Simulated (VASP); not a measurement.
# Al3GaN4 (P1) in VASP: further runs

Al3GaN4 is run at these levels: r2SCAN; tasks: single point.

Everything below comes from runs of VASP 6.6.1. Logs are shortened: lines on timing, memory, paths and dates and some standing lists are left out, and cuts for length are marked.

### Step 1. The cell of the first run

The typed cell holds 16 atoms: a = 5.038 Å, b = 3.125 Å, c = 10.825 Å, α = 88.35°, β = 89.97°, γ = 90.00°.

### Step 2. Single point, r2SCAN (the part above a cut slid along it)

Contents of POSCAR:

```
Al3GaN4
1.0
   -5.0380822009      0.0000000000     -0.0000609628
    0.0000000000     -3.1249488261      0.0000000000
   -0.0065814847     -0.3124948826     10.8207859611
Al Ga N
6 2 8
Direct
    0.4997783381      0.4291722463      0.7082775373
    0.4997783381      0.4791722463      0.2082775373
    0.9993316293      0.4957899032      0.0421009685
    0.9993316293      0.4457899032      0.5421009685
    0.9989956742      0.9209527768      0.7904722320
    0.9989956742      0.9709527768      0.2904722320
    0.5005053126      0.9042247768      0.9577522322
    0.5005053126      0.9542247768      0.4577522322
    0.8892930213      0.9042191494      0.9578085062
    0.8892930213      0.9542191494      0.4578085062
    0.8773244104      0.4291783854      0.7082161458
    0.8773244104      0.4791783854      0.2082161458
    0.3745864007      0.4955009497      0.0449905032
    0.3745864007      0.4455009497      0.5449905032
    0.3765862133      0.9212417625      0.7875823748
    0.3765862133      0.9712417625      0.2875823748
```

Contents of INCAR.step1:

```
PREC = Accurate
ENCUT = 520
ISMEAR = 0
SIGMA = 0.05
LREAL = Auto
LASPH = True
NELM = 100
NBANDS = 56
GGA = PE
ALGO = Normal
EDIFF = 1E-4
LWAVE = True
LCHARG = False
```

Contents of INCAR.step2:

```
PREC = Accurate
ENCUT = 520
EDIFF = 1E-6
ISMEAR = 0
SIGMA = 0.05
LREAL = Auto
LASPH = True
NELM = 100
ALGO = Normal
ISIF = 2
LWAVE = False
LCHARG = False
METAGGA = R2SCAN
LMIXTAU = True
NBANDS = 56
ISTART = 1
```

Contents of KPOINTS:

```
regular mesh
0
Gamma
  5 7 2
```

Potentials or basis: VASP PAW PBE potentials, release 64 (Al, Ga_d, N).

The run is started by

```console
$ cat potpaw_PBE.64/Al/POTCAR potpaw_PBE.64/Ga_d/POTCAR potpaw_PBE.64/N/POTCAR > POTCAR
$ cp INCAR.step1 INCAR
$ mpirun -np 1 vasp_std > vasp.out
$ cp INCAR.step2 INCAR
$ mpirun -np 1 vasp_std > vasp.out
```

OUTCAR:

```text
PREC = Accurate
   ENCUT = 520
   EDIFF = 1E-6
   ISMEAR = 0
   LREAL = Auto
   LASPH = True
   NELM = 100
   ISIF = 2
   METAGGA = R2SCAN
   ISTART = 1

 ion  position               nearest neighbor table
   1  0.500  0.429  0.708-  14 1.88  15 1.89  15 1.89  11 1.90   5 3.09   5 3.09   4 3.09   5 3.10
                             5 3.10   4 3.10   7 3.12   7 3.12   8 3.13   8 3.13
   2  0.500  0.479  0.208-  13 1.88  16 1.89  16 1.89  12 1.90   7 2.99   6 3.09   6 3.09   3 3.09
                             6 3.10   6 3.10   3 3.10   8 3.12   8 3.12
   3  0.999  0.496  0.042-   9 1.64  13 1.89  12 1.90   9 2.16   7 2.95   7 2.96   5 3.00   2 3.09
                             2 3.10   6 3.11   6 3.11   5 3.31
   4  0.999  0.446  0.542-  14 1.89  10 1.89  10 1.89  11 1.90   1 3.09   8 3.10   8 3.10   1 3.10
                             8 3.11   8 3.11   5 3.11   5 3.11   6 3.14   6 3.14
   5  0.999  0.921  0.790-   9 1.89  11 1.90  11 1.90  15 1.90   3 3.00   1 3.09   1 3.09   7 3.09
                             1 3.10   1 3.10   4 3.11   4 3.11   7 3.11   3 3.31
   6  0.999  0.971  0.290-  10 1.89  12 1.90  12 1.90  16 1.90   2 3.09   2 3.09   8 3.09   2 3.10
                             2 3.10   3 3.11   3 3.11   8 3.11   4 3.14   4 3.14
   7  0.501  0.904  0.958-  13 1.69  15 1.94   9 1.96  13 2.19   3 2.95   3 2.96   2 2.99   5 3.09
                             5 3.11   1 3.12   1 3.12
   8  0.501  0.954  0.458-  14 1.93  14 1.93  16 1.94  10 1.96   6 3.09   4 3.10   4 3.10   4 3.11
                             4 3.11   6 3.11   2 3.12   2 3.12   1 3.13   1 3.13
   9  0.889  0.904  0.958-   3 1.64   5 1.89   7 1.96   3 2.16
  10  0.889  0.954  0.458-   4 1.89   4 1.89   6 1.89   8 1.96
  11  0.877  0.429  0.708-   4 1.90   5 1.90   5 1.90   1 1.90
  12  0.877  0.479  0.208-   3 1.90   6 1.90   6 1.90   2 1.90
  13  0.375  0.496  0.045-   7 1.69   2 1.88   3 1.89   7 2.19
  14  0.375  0.446  0.545-   1 1.88   4 1.89   8 1.93   8 1.93
  15  0.377  0.921  0.788-   1 1.89   1 1.89   5 1.90   7 1.94
  16  0.377  0.971  0.288-   2 1.89   2 1.89   6 1.90   8 1.94

  LATTYP: Found a triclinic cell.
 ALAT       =     5.9285392326
 B/A-ratio  =     0.8498016128
 C/A-ratio  =     2.1346260455
 COS(alpha) =     0.0005097147
 COS(beta)  =     0.2737635418
 COS(gamma) =     0.8498016128

  Lattice vectors:

 A1 = (   5.0380822009,   3.1249488261,   0.0000609628)
 A2 = (   5.0380822009,   0.0000000000,   0.0000609628)
 A3 = (   0.0065814847,   6.5623925348, -10.8207859611)

Analysis of symmetry for initial positions (statically):
=====================================================================
 Subroutine PRICEL returns:
 Original cell was already a primitive cell.

 Routine SETGRP: Setting up the symmetry group for a
 triclinic supercell.

 Subroutine GETGRP returns: Found  1 space group operations
 (whereof  1 operations were pure point group operations)
 out of a pool of  2 trial point group operations.

[... 155 lines left out ...]
   EMIN   =  10.00;   EMAX   =-10.00  energy-range for DOS
   EFERMI =   0.00;   METHOD = LEGACY
   ISMEAR =     0;   SIGMA  =   0.05  broadening in eV -4-tet -1-fermi 0-gaus
   EFERMI_NEDOS =   21; number of points for ismear=-14 and -15
   IALGO  =     38    algorithm
   IMIX   =      4    mixing-type and parameters
     AMIX     =   0.40;   BMIX     =  1.00
     AMIX_MAG =   1.60;   BMIX_MAG =  1.00
  volume/ion in A,a.u.               =      10.65        71.85
  Fermi-wavevector in a.u.,A,eV,Ry     =   1.293339  2.444056 22.758805  1.672725
  Thomas-Fermi vector in A             =   2.424990
   LORBIT       =      0    0 simple, 1 ext, 2 COOP (PROOUT), +10 PAW based schemes
   METAGGA = R2SCAN    functional components
   LHFCALC =     F    Hartree Fock is set to
   AEXX    =    0.0000 exact exchange contribution
   IVDW    =     0    specifies the selected vdW correction
   LEPSILON=     F    determine dielectric tensor
   LRPA    =     F    only Hartree local field effects (RPA)
 non-spin polarized calculation
 Gauss-broadening in eV      SIGMA  =   0.05
  energy-cutoff  :      520.00
  volume of cell :      170.36
 maximum number of plane-waves:      4620
 NGX is ok and might be reduce to    40
   NGX = 19   NGY = 11   NGZ = 41

 number of electron      84.0000017 magnetization

 Free energy of the ion-electron system (eV)
  ---------------------------------------------------
  ext. energy  EPLUGINS =         0.00000000
  ---------------------------------------------------
  free energy    TOTEN  =      -157.62181764 eV

  energy without entropy =     -157.62181764  energy(sigma->0) =     -157.62181764

 E-fermi :   5.9696     XC(G=0): -11.7379

 val. band max:        5.7034675716   @ k =   0.0000   0.0000   0.0000
 cond. band min:       9.7702319265   @ k =   0.0000   0.0000   0.0000
 fundamental gap:      4.0667643549
 Fermi energy:         5.9695898605

 k-point     1 :       0.0000    0.0000    0.0000
  band No.  band energies     occupation
      1     -10.6169      2.00000
      2     -10.0697      2.00000
      3      -9.7637      2.00000
      4      -9.2537      2.00000
      5      -9.0359      2.00000
      6      -8.9025      2.00000
[... 1357 lines left out ...]
     53      15.3399      0.00000
     54      15.4509      0.00000

 [... further k-points ...]

 [bands above 54 left out]

------------------------ aborting loop because EDIFF is reached ----------------------------------------

  FORCE on cell =-STRESS in cart. coord.  units (eV):
  Direction    XX          YY          ZZ          XY          YZ          ZX
  --------------------------------------------------------------------------------------
  -------------------------------------------------------------------------------------
  Total        1.8925335      6.4739813      4.8373604      0.1807980     10.9980516      0.1078748
  in kB       17.7986552     60.8856647     45.4937833      1.7003455    103.4330581      1.0145274
  external PRESSURE =      41.3927011 kB  Pullay stress =       0.0000000 kB

 VOLUME and BASIS-vectors are now :
 -----------------------------------------------------------------------------
  energy-cutoff  :      520.00
  volume of cell :      170.36
      direct lattice vectors                 reciprocal lattice vectors
    -5.038082201  0.000000000 -0.000060963    -0.198488225  0.000000000 -0.000120726
     0.000000000 -3.124948826  0.000000000     0.000000112 -0.320005240 -0.009241473
    -0.006581485 -0.312494883 10.820785961    -0.000001118  0.000000000  0.092414728

 POSITION                                       TOTAL-FORCE (eV/Angst)
 -----------------------------------------------------------------------------------
     -2.52259     -1.56247      7.66409        -0.006635      0.026768     -0.010668
     -2.51930     -1.56247      2.25370         0.047780      0.148137     -0.004491
     -5.03499     -1.56247      0.45550        -1.645738      5.082717      2.650342
     -5.03828     -1.56247      5.86590        -0.001107     -0.000779      0.011448
     -5.03822     -3.12495      8.55347         0.035889     -0.151891      0.022019
     -5.03493     -3.12495      3.14308        -0.014285     -0.006246      0.002696
[... 8 lines left out ...]
     -1.90246     -3.12495      8.52224         0.011983     -0.227665     -0.088376
     -1.89917     -3.12495      3.11184         0.018046      0.004858     -0.058975
 -----------------------------------------------------------------------------------
    total drift:                                0.111562     -0.009858     -0.025037

  FREE ENERGIE OF THE ION-ELECTRON SYSTEM (eV)
  ---------------------------------------------------
  free  energy   TOTEN  =      -157.6218176443 eV

  energy  without entropy=     -157.6218176443  energy(sigma->0) =     -157.62181764
```

OSZICAR.step1:

```text
N       E                     dE             d eps       ncg     rms          rms(c)
DAV:   1     0.839716475611E+03    0.83972E+03   -0.36208E+04  4640   0.188E+03
DAV:   2     0.330204784315E+02   -0.80670E+03   -0.74239E+03  4720   0.570E+02
DAV:   3    -0.119852635778E+03   -0.15287E+03   -0.14973E+03  4392   0.180E+02
DAV:   4    -0.131210135312E+03   -0.11357E+02   -0.11275E+02  5792   0.550E+01
DAV:   5    -0.131439511263E+03   -0.22938E+00   -0.22858E+00  4952   0.795E+00    0.244E+01
DAV:   6    -0.111716260578E+03    0.19723E+02   -0.68792E+01  6728   0.606E+01    0.784E+00
DAV:   7    -0.112116760210E+03   -0.40050E+00   -0.70340E+00  4680   0.124E+01    0.590E+00
DAV:   8    -0.112073786265E+03    0.42974E-01   -0.73170E-01  5824   0.805E+00    0.134E+00
DAV:   9    -0.112045749000E+03    0.28037E-01   -0.16086E-01  6304   0.524E+00    0.597E-01
DAV:  10    -0.112045791881E+03   -0.42881E-04   -0.31573E-02  4792   0.868E-01    0.265E-01
DAV:  11    -0.112046791588E+03   -0.99971E-03   -0.29728E-03  5488   0.449E-01    0.979E-02
DAV:  12    -0.112046905216E+03   -0.11363E-03   -0.62271E-04  4968   0.172E-01    0.406E-02
DAV:  13    -0.112046925279E+03   -0.20063E-04   -0.13342E-04  3104   0.777E-02
   1 F= -.11204693E+03 E0= -.11204693E+03  d E =-.601835E-11
```

Wall time 55 min (1 thread of Oxide Virtual Turin-like, shared host); peak memory 0.38 GiB.

Results:

```yaml
Free_energy: -157.6218 eV
Pressure: 4.1 GPa
Largest_force: 6.172 eV/Å
Band_gap_on_the_k_mesh: 4.07 eV
```

Forces on the atoms (eV/Å):
```
Al  -0.007  0.027 -0.011
Al   0.048  0.148 -0.004
Al  -1.646  5.083  2.650
Al  -0.001 -0.001  0.011
Al   0.036 -0.152  0.022
Al  -0.014 -0.006  0.003
Ga  -1.629 -4.560 -2.463
Ga   0.010 -0.009 -0.012
N    1.523 -5.349 -2.675
N   -0.074  0.011 -0.004
N   -0.005 -0.011 -0.012
N   -0.002  0.200 -0.005
N    1.684  4.860  2.564
N    0.047 -0.018  0.083
N    0.012 -0.228 -0.088
N    0.018  0.005 -0.059
```

Caveat: the cell differs from its parent crystal (the part above a cut slid along it); the cell stands under pressure; the PAW data sets were made with another functional, which shifts forces and pressure a little.

### Step 3. Single point, r2SCAN (the part above a cut slid along it)

Contents of POSCAR:

```
Al3GaN4
1.0
   -5.0380822009      0.0000000000     -0.0000609628
    0.0000000000     -3.1249488261      0.0000000000
   -0.0065814847     -0.9374846478     10.8207859611
Al Ga N
6 2 8
Direct
    0.4997783381      0.2875167388      0.7082775373
    0.4997783381      0.4375167388      0.2082775373
    0.9993316293      0.4873697094      0.0421009685
    0.9993316293      0.3373697094      0.5421009685
    0.9989956742      0.7628583304      0.7904722320
    0.9989956742      0.9128583304      0.2904722320
    0.5005053126      0.7126743303      0.9577522322
    0.5005053126      0.8626743303      0.4577522322
    0.8892930213      0.7126574481      0.9578085062
    0.8892930213      0.8626574481      0.4578085062
    0.8773244104      0.2875351563      0.7082161458
    0.8773244104      0.4375351563      0.2082161458
    0.3745864007      0.4865028490      0.0449905032
    0.3745864007      0.3365028490      0.5449905032
    0.3765862133      0.7637252876      0.7875823748
    0.3765862133      0.9137252876      0.2875823748
```

Contents of INCAR.step1:

```
ALGO     = Normal         # electronic algorithm
EDIFF    = 1E-4           # SCF threshold, eV
ENCUT    = 520            # plane-wave cutoff, eV
GGA      = PE             # functional
ISMEAR   = 0              # smearing method
LASPH    = T              # aspherical terms in the spheres
LCHARG   = F              # write CHGCAR
LREAL    = Auto         
LWAVE    = T              # write WAVECAR
NBANDS   = 56             # bands
NELM     = 80             # most SCF steps
PREC     = Accurate       # precision mode
SIGMA    = 0.05           # smearing width, eV
```

Contents of INCAR.step2:

```
ALGO     = Normal         # electronic algorithm
EDIFF    = 1E-7           # SCF threshold, eV
ENCUT    = 520            # plane-wave cutoff, eV
ISIF     = 2              # what is computed and relaxed
ISMEAR   = 0              # smearing method
ISTART   = 1            
LASPH    = T              # aspherical terms in the spheres
LCHARG   = F              # write CHGCAR
LMIXTAU  = T            
LREAL    = Auto         
LWAVE    = F              # write WAVECAR
METAGGA  = R2SCAN         # meta-GGA
NBANDS   = 56             # bands
NELM     = 80             # most SCF steps
PREC     = Accurate       # precision mode
SIGMA    = 0.05           # smearing width, eV
```

Contents of KPOINTS:

```
k-points
0
Gamma
  5 7 2
```

Potentials or basis: VASP PAW PBE potentials, release 64 (Al, Ga_d, N).

The run is started by

```console
$ cat potpaw_PBE.64/Al/POTCAR potpaw_PBE.64/Ga_d/POTCAR potpaw_PBE.64/N/POTCAR > POTCAR
$ cp INCAR.step1 INCAR
$ mpirun -np 1 vasp_std > vasp.out
$ cp INCAR.step2 INCAR
$ mpirun -np 1 vasp_std > vasp.out
```

It took 53 min on 1 thread of Oxide Virtual Turin-like, shared host; peak memory 0.38 GiB.

It converged, with:

* Free energy: -139.8023 eV
* Pressure: 39.6 GPa
* Largest force: 50.989 eV/Å
* Band gap on the k mesh: 3.80 eV

Forces in eV/Å, atoms in the order of the input:
```
Al   -0.067   0.045  -0.028
Al    0.309   0.268   0.065
Al  -23.162  25.356  37.463
Al    0.003  -0.006   0.080
Al    0.321  -0.293   0.145
Al   -0.087  -0.017   0.137
Ga  -23.281 -22.167 -34.812
Ga    0.029   0.001   0.044
N    22.621 -25.912 -37.639
N    -0.074   0.017  -0.092
N    -0.037  -0.069  -0.120
N     0.047   0.376  -0.030
N    23.318  22.858  35.215
N     0.044  -0.030   0.029
N     0.015  -0.459  -0.388
N     0.000   0.032  -0.070
```

Stress tensor (GPa, compression positive):
```
26.08  0.00  1.01
 0.00 28.40 45.45
 1.01 45.45 64.41
```

Levels at points of the mesh, in eV from the valence-band top:
| k point | band 39 | band 40 | band 41 | band 42 | band 43 | band 44 | band 45 | band 46 |
| --- | --- | --- | --- | --- | --- | --- | --- | --- |
| (0.00, 0.00, 0.00) | -0.21 | -0.14 | -0.07 | 0.00 | 3.80 | 5.47 | 5.97 | 6.43 |
| (0.00, 0.00, 0.50) | -0.29 | -0.18 | -0.16 | -0.05 | 4.26 | 4.88 | 6.32 | 6.44 |

Caveat: the cell differs from its parent crystal (the part above a cut slid along it); atoms lie so close that the PAW spheres overlap strongly, which falsifies energies and pressures; the stress differs along the axes, from 26 to 64 GPa; the PAW data sets were made with another functional, which shifts forces and pressure a little. A k mesh can miss the band edges.
